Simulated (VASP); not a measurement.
# ZnS (P3m1) in VASP: single point with PBE

Aim: the single point of ZnS with PBE.

Everything below comes from runs of VASP 6.6.1. Logs are shortened: lines on timing, memory, paths and dates and some standing lists are left out, and cuts for length are marked.

### 1 The cell of the first run

Symmetry: P3m1, No. 156, trigonal system. Conventional cell: a = 3.847 Å, b = 3.847 Å, c = 12.440 Å, α = 90.00°, β = 90.00°, γ = 120.00°. Within 3.1 Å of Zn (site symmetry 3m) lie 4 S at 2.36 Å. Zn (site symmetry 3m) has 4 S at 2.36 Å within 3.1 Å. Within 2.9 Å of Zn (site symmetry 3m) lie 4 S at 2.21 to 2.36 Å. Zn (site symmetry 3m) has 4 S at 2.36 Å within 3.1 Å. S (site symmetry 3m) has 4 Zn at 2.36 Å within 3.1 Å. Within 3.1 Å of S (site symmetry 3m) lie 4 Zn at 2.36 Å. S (site symmetry 3m) has 4 Zn at 2.21 to 2.36 Å within 2.9 Å. Within 3.1 Å of S (site symmetry 3m) lie 4 Zn at 2.36 Å.

### 2 Single point, PBE (the distance across one plane changed)

Input file INCAR:

```
  PREC = Accurate
  ENCUT = 520
  EDIFF = 1E-6
  ISMEAR = 0
  SIGMA = 0.05
  LREAL = False
  LASPH = True
  NELM = 60
  ALGO = Normal
  ISIF = 2
  LWAVE = False
  LCHARG = False
  GGA = PE
  NBANDS = 46
```

Input file KPOINTS:

```
Automatic mesh
0
Gamma
  8 8 2
```

Input file POSCAR:

```
ZnS
1.0
   -3.8467234434      0.0000000000      0.0000000000
   -1.9233617217     -3.3313602233      0.0000000000
    0.0000000000      0.0000000000     12.4402250239
Zn S
4 4
Direct
    0.0000000000      0.0000000000      0.6641631903
    0.0000000000      0.0000000000      0.1581343604
    0.3333333333      0.3333333333      0.9171514605
    0.6666666667      0.6666666667      0.4111226307
    0.0000000000      0.0000000000      0.8536602095
    0.0000000000      1.0000000000      0.3476313797
    0.3333333333      0.3333333333      0.0949668773
    0.6666666667      0.6666666667      0.6009957072
```

Potentials or basis: VASP PAW PBE potentials, release 64 (Zn, S).

Started as:

```bash
$ cat potpaw_PBE.64/Zn/POTCAR potpaw_PBE.64/S/POTCAR > POTCAR
$ mpirun -np 1 vasp_std > vasp.out
```

OUTCAR:

```text
PREC = Accurate
   ENCUT = 520
   EDIFF = 1E-6
   ISMEAR = 0
   LREAL = False
   LASPH = True
   NELM = 60
   ISIF = 2
   GGA = PE

 ion  position               nearest neighbor table
   1  0.000  0.000  0.664-   8 2.36   8 2.36   8 2.36   5 2.36
   2  0.000  0.000  0.158-   7 2.36   7 2.36   7 2.36   6 2.36
   3  0.333  0.333  0.917-   7 2.21   5 2.36   5 2.36   5 2.36
   4  0.667  0.667  0.411-   6 2.36   6 2.36   6 2.36   8 2.36
   5  0.000  0.000  0.854-   3 2.36   3 2.36   3 2.36   1 2.36
   6  0.000  0.000  0.348-   4 2.36   4 2.36   4 2.36   2 2.36
   7  0.333  0.333  0.095-   3 2.21   2 2.36   2 2.36   2 2.36
   8  0.667  0.667  0.601-   1 2.36   1 2.36   1 2.36   4 2.36

  LATTYP: Found a hexagonal cell.
 ALAT       =     3.8467234434
 C/A-ratio  =     3.2339795691

  Lattice vectors:

 A1 = (   1.9233617217,   3.3313602233,   0.0000000000)
 A2 = (  -3.8467234434,   0.0000000000,   0.0000000000)
 A3 = (   0.0000000000,   0.0000000000,  12.4402250239)

Analysis of symmetry for initial positions (statically):
=====================================================================
 Subroutine PRICEL returns:
 Original cell was already a primitive cell.

 Routine SETGRP: Setting up the symmetry group for a
 hexagonal supercell.

 Subroutine GETGRP returns: Found  6 space group operations
 (whereof  6 operations were pure point group operations)
 out of a pool of 24 trial point group operations.

The static configuration has the point symmetry C_3v.

Analysis of symmetry for dynamics (positions and initial velocities):
=====================================================================
 Subroutine PRICEL returns:
 Original cell was already a primitive cell.

 Routine SETGRP: Setting up the symmetry group for a
 hexagonal supercell.

 Subroutine GETGRP returns: Found  6 space group operations
 (whereof  6 operations were pure point group operations)
 out of a pool of 24 trial point group operations.

The dynamic configuration has the point symmetry C_3v.

 Subroutine INISYM returns: Found  6 space group operations
 (whereof  6 operations are pure point group operations),
 and found     1 'primitive' translations

----------------------------------------------------------------------------------------

                                     Primitive cell
[... 101 lines left out ...]
   NSW    =      0    number of steps for IOM
   IBRION =     -1    ionic relax: 0-MD 1-quasi-New 2-CG
   NFREE  =      0    steps in history (QN), initial steepest desc. (CG)
   ISIF   =      2    stress and relaxation
   ISYM   =      2    0-nonsym 1-usesym 2-fastsym
   POTIM  = 0.5000    time-step for ionic-motion
   TEBEG  =    0.0;   TEEND  =   0.0 temperature during run
   PSTRESS=    0.0 pullay stress
   NELECT =      72.0000    total number of electrons
   NUPDOWN=      -1.0000    fix difference up-down
   EMIN   =  10.00;   EMAX   =-10.00  energy-range for DOS
   EFERMI =   0.00;   METHOD = LEGACY
   ISMEAR =     0;   SIGMA  =   0.05  broadening in eV -4-tet -1-fermi 0-gaus
   EFERMI_NEDOS =   21; number of points for ismear=-14 and -15
   IALGO  =     38    algorithm
   IMIX   =      4    mixing-type and parameters
     AMIX     =   0.40;   BMIX     =  1.00
     AMIX_MAG =   1.60;   BMIX_MAG =  1.00
  volume/ion in A,a.u.               =      19.93       134.48
  Fermi-wavevector in a.u.,A,eV,Ry     =   1.256046  2.373582 21.465238  1.577650
  Thomas-Fermi vector in A             =   2.389773
   LORBIT       =      0    0 simple, 1 ext, 2 COOP (PROOUT), +10 PAW based schemes
   GGA     = PE    functional components
   LHFCALC =     F    Hartree Fock is set to
   AEXX    =    0.0000 exact exchange contribution
   IVDW    =     0    specifies the selected vdW correction
   LEPSILON=     F    determine dielectric tensor
   LRPA    =     F    only Hartree local field effects (RPA)
 non-spin polarized calculation
 Gauss-broadening in eV      SIGMA  =   0.05
  energy-cutoff  :      520.00
  volume of cell :      159.42
 maximum number of plane-waves:      4331
 NGX is ok and might be reduce to    30
   NGX = 15   NGY = 15   NGZ = 47

 number of electron      72.0000040 magnetization

 Free energy of the ion-electron system (eV)
  ---------------------------------------------------
  ext. energy  EPLUGINS =         0.00000000
  ---------------------------------------------------
  free energy    TOTEN  =       -27.31372907 eV

  energy without entropy =      -27.31372907  energy(sigma->0) =      -27.31372907

 E-fermi :   2.2990     XC(G=0):  -9.5778

 val. band max:        2.0345700812   @ k =   0.0000   0.0000   0.0000
 cond. band min:       4.1173941827   @ k =   0.0000   0.0000   0.0000
 fundamental gap:      2.0828241015
 Fermi energy:         2.2989762822

 k-point     1 :       0.0000    0.0000    0.0000
  band No.  band energies     occupation
      1     -11.1297      2.00000
      2     -10.6948      2.00000
      3     -10.5537      2.00000
      4     -10.0932      2.00000
      5      -4.4160      2.00000
      6      -4.3620      2.00000
[... 969 lines left out ...]
     45       9.4590      0.00000
     46       9.5292      0.00000

------------------------ aborting loop because EDIFF is reached ----------------------------------------

  FORCE on cell =-STRESS in cart. coord.  units (eV):
  Direction    XX          YY          ZZ          XY          YZ          ZX
  --------------------------------------------------------------------------------------
  -------------------------------------------------------------------------------------
  Total        0.4072326      0.4072326      2.9246508      0.0000000     -0.0000000     -0.0000000
  in kB        4.0927226      4.0927226     29.3929930      0.0000000     -0.0000000     -0.0000000
  external PRESSURE =      12.5261461 kB  Pullay stress =       0.0000000 kB

 VOLUME and BASIS-vectors are now :
 -----------------------------------------------------------------------------
  energy-cutoff  :      520.00
  volume of cell :      159.42
      direct lattice vectors                 reciprocal lattice vectors
    -3.846723443  0.000000000  0.000000000    -0.259961501  0.150088843  0.000000000
    -1.923361722 -3.331360223  0.000000000     0.000000000 -0.300177685  0.000000000
     0.000000000  0.000000000 12.440225024     0.000000000  0.000000000  0.080384398

 POSITION                                       TOTAL-FORCE (eV/Angst)
 -----------------------------------------------------------------------------------
      0.00000      0.00000      8.26234         0.000000      0.000000      0.064057
      0.00000      0.00000      1.96723         0.000000      0.000000      0.122299
     -1.92336     -1.11045     11.40957        -0.000000     -0.000000     -1.016246
     -3.84672     -2.22091      5.11446        -0.000000      0.000000      0.065696
      0.00000      0.00000     10.61973         0.000000      0.000000     -0.249908
      0.00000      0.00000      4.32461         0.000000     -0.000000     -0.065566
     -1.92336     -1.11045      1.18141        -0.000000     -0.000000      1.145797
     -3.84672     -2.22091      7.47652         0.000000      0.000000     -0.066127
 -----------------------------------------------------------------------------------
    total drift:                               -0.000000     -0.000000      0.000620

  FREE ENERGIE OF THE ION-ELECTRON SYSTEM (eV)
  ---------------------------------------------------
  free  energy   TOTEN  =       -27.3137290661 eV

  energy  without entropy=      -27.3137290661  energy(sigma->0) =      -27.31372907
```

It took 2 min on 1 thread of AMD EPYC 9R45 (Zen 5), shared host; peak memory 0.3 GiB.

What came out:

- Free energy: -27.3137 eV
- Pressure: 1.3 GPa
- Largest force: 1.146 eV/Å
- Band gap on the k mesh: 2.08 eV

Forces in eV/Å, atoms in the order of the input:
```
Zn   0.000  0.000  0.064
Zn   0.000  0.000  0.122
Zn   0.000  0.000 -1.016
Zn   0.000  0.000  0.066
S    0.000  0.000 -0.250
S    0.000  0.000 -0.066
S    0.000  0.000  1.146
S    0.000  0.000 -0.066
```

Caveat: the cell differs from its parent crystal (the distance across one plane changed); forces of over 1 eV/Å act on the atoms, so gaps and moduli don't describe the material at rest.
